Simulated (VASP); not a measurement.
Crystal: Sb.

```xyz
2
Lattice="2.1542 1.2437 3.7580 -2.1542 1.2437 3.7580 0.0000 -2.4875 3.7580" Properties=species:S:1:pos:R:3 pbc="T T T"
Sb    0.0000    0.0000    8.6416
Sb    0.0000    0.0000    2.6324
```

```yaml
Program: VASP 6.6.1
Task: relaxation of cell and atoms
Functional: revPBE
Potentials_or_basis: VASP PAW PBE potentials, release 64 (Sb)
Cutoff: 600 eV
k_mesh: 8 × 8 × 8
Occupations: fermi-dirac, width 0.05 eV
Spin: no spin polarisation
```

At the start: pressure 3.7 GPa; volume 30.21 Å³/atom.

**Question.** Where does the relaxation end?

**Answer.** Over 11 steps the energy falls by 24.3 meV/atom and the volume is 32.82 Å³/atom (+8.6 %); space group R-3m (No. 166, to 0.1 Å) before and after.

The path:
| step | energy change (eV) | largest force (eV/Å) | pressure (GPa) | volume (Å³) |
| --- | --- | --- | --- | --- |
| 1 | 0.0000 | 0.2201 | 3.70 | 60.41 |
| 2 | -0.0273 | 0.3460 | -1.71 | 66.71 |
| 3 | -0.0428 | 0.1512 | 0.09 | 64.20 |
| 4 | -0.0447 | 0.1113 | 0.07 | 64.45 |
| 5 | -0.0471 | 0.0106 | 0.04 | 65.02 |
| 6 | -0.0472 | 0.0180 | 0.03 | 65.17 |
| 7 | -0.0480 | 0.0090 | 0.00 | 65.37 |
| 8 | -0.0485 | 0.0032 | -0.04 | 65.66 |
| 9 | -0.0485 | 0.0047 | -0.04 | 65.69 |
| 10 | -0.0485 | 0.0122 | 0.08 | 65.54 |
| 11 | -0.0485 | 0.0016 | 0.01 | 65.64 |

Final structure:
```
Sb
1.0
     2.19795    1.26898    3.92209
    -2.19795    1.26898    3.92209
     0.00000   -2.53797    3.92209
Sb
2
Direct
  0.76865 0.76865 0.76865
  0.23135 0.23135 0.23135
```

Caveat: the PAW data sets were made with another functional, which shifts forces and pressure a little.
